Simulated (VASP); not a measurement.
The system is SbAuSe3.

```
Sb Se Au
1.0
     4.72991    0.00000    0.00000
     0.00000    4.72991    0.00000
     0.00000    0.00000    4.78919
Sb Se Au
1 3 1
Direct
  0.00000 0.00000 0.00000
  0.50000 0.50000 0.97500
  0.00000 0.50000 0.48500
  0.50000 0.00000 0.48500
  0.50000 0.50000 0.51500
```

```yaml
Program: VASP 6.6.1
Task: relaxation of cell and atoms
Functional: PBE
Potentials_or_basis: VASP PAW PBE potentials, release 64 (Sb, Se, Au)
Cutoff: 600 eV
k_mesh: 4 × 4 × 4
Occupations: gaussian, width 0.1 eV
Spin: no spin polarisation
```

At the start: pressure 20.3 GPa; volume 21.43 Å³/atom.

Task: How do energy, volume and symmetry change on relaxing?

Result: Over 38 steps the energy falls by 661.5 meV/atom and the volume is 27.31 Å³/atom (+27.4 %); space group P4mm (No. 99, to 0.05 Å).

Step by step:
```
step  energy change (eV)  largest force (eV/Å)  pressure (GPa)  volume (Å³)
   1              0.0000                5.2350           20.30       107.14
   2             -0.5426                1.5205           -6.09       154.96
   3             -1.4321                0.8716            0.53       128.02
   4             -1.4336                0.8378            0.79       127.51
   5             -1.4341                0.8075            1.00       127.08
   6             -1.4826                0.5872           -0.69       130.23
   7             -1.4859                0.6336           -1.17       131.31
   8             -1.5387                0.8345           -0.92       130.82
   9             -1.7202                1.6000            0.13       129.37
  10             -1.8669                5.0411            4.15       126.49
  11             -1.8787                3.2815            2.10       127.70
  12             -1.8948                3.9076            2.83       127.22
  13             -1.8998                3.9453            2.88       127.20
  14             -1.9141                4.0610            3.02       127.12
  15             -1.9396                4.2993            3.33       126.97
  16             -1.9761                4.8076            3.99       126.67
  17             -1.9821                5.9430            5.57       126.07
  18             -2.0755                5.8303            5.62       126.22
  19             -2.3134                5.4700            5.92       126.65
  20             -2.4973                4.5090            7.29       127.46
  21             -2.6984                3.5718            5.71       128.78
  22             -3.0818                1.7454            1.87       132.77
  23             -3.2139                0.6710           -2.73       140.94
  24             -3.2345                0.5221           -1.97       139.10
  25             -3.2365                0.6114           -1.59       138.29
  26             -3.2515                0.5500           -1.27       137.52
  27             -3.2799                0.3526           -0.16       135.20
  28             -3.2527                0.2858            2.53       130.62
  29             -3.2842                0.2421            0.48       134.00
  30             -3.2874                0.2089            0.38       134.28
  31             -3.2939                0.1766            0.09       135.14
  32             -3.2947                0.2852           -0.41       136.85
  33             -3.2963                0.2448           -0.20       136.10
  34             -3.2996                0.2106           -0.08       136.01
  35             -3.3046                0.1116            0.30       135.74
  36             -3.3069                0.0519           -0.12       136.71
  37             -3.3069                0.0543           -0.14       136.77
  38             -3.3073                0.0301           -0.02       136.55
```

Final structure:
```cif
data_structure
_symmetry_space_group_name_H-M 'P 1'
_symmetry_Int_Tables_number 1
_cell_length_a 4.8883
_cell_length_b 4.8883
_cell_length_c 5.7144
_cell_angle_alpha 90.000
_cell_angle_beta 90.000
_cell_angle_gamma 90.000
_cell_volume 136.55
loop_
_atom_site_label
_atom_site_type_symbol
_atom_site_fract_x
_atom_site_fract_y
_atom_site_fract_z
_atom_site_occupancy
Sb1 Sb 0.00000 0.00000 0.13657 1
Se1 Se 0.50000 0.50000 0.99959 1
Se2 Se 0.00000 0.50000 0.39346 1
Se3 Se 0.50000 0.00000 0.39346 1
Au1 Au 0.50000 0.50000 0.53691 1
```

Caveat: the volume moved by over 15 % at a fixed basis, so the end points are rough.
